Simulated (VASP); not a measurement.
Input of a VASP 6.6.1 run:

The input INCAR:

```
PREC = Accurate
ENCUT = 520
EDIFF = 1E-6
ISMEAR = 0
SIGMA = 0.1
LREAL = F
LASPH = T
NELM = 100
ALGO = Normal
ISIF = 2
LWAVE = F
LCHARG = F
GGA = PS
NBANDS = 34
```

KPOINTS

```
Automatic mesh
0
Gamma
  10 10 4
```

Contents of POSCAR:

```
InSe2
1.0
    3.8948930000      0.0000000000      0.0000000000
    0.0000000000      3.8948930000      0.0000000000
    0.0000000000      0.0000000000      9.6262310000
In Se
2 4
Direct
    0.0000000000      0.5000000000      0.7064680000
    0.5000000000      0.0000000000      0.2935320000
    0.0000000000      0.5000000000      0.3662120000
    0.5000000000      0.0000000000      0.6337880000
    0.0000000000      0.0000000000      0.0000000000
    0.5000000000      0.5000000000      0.0000000000
```

Potentials or basis: VASP PAW PBE potentials, release 64 (In_d, Se).

The run is started by

```console
$ cat potpaw_PBE.64/In_d/POTCAR potpaw_PBE.64/Se/POTCAR > POTCAR
$ mpirun -np 1 vasp_std > vasp.out
```

(1) What does it give for the band gap on the k mesh?

(2) Estimate the largest force.

(3) What does it give for the pressure?

## Answers

(1) zero (band 25 reaches 5.60 eV, above the bottom of band 26 at 3.50 eV).

(2) 0.101 eV/Å.

(3) -3.3 GPa.

Caveat: the PAW data sets were made with another functional, which shifts forces and pressure a little; spin-orbit coupling is left out, which moves the levels of the heavy elements.
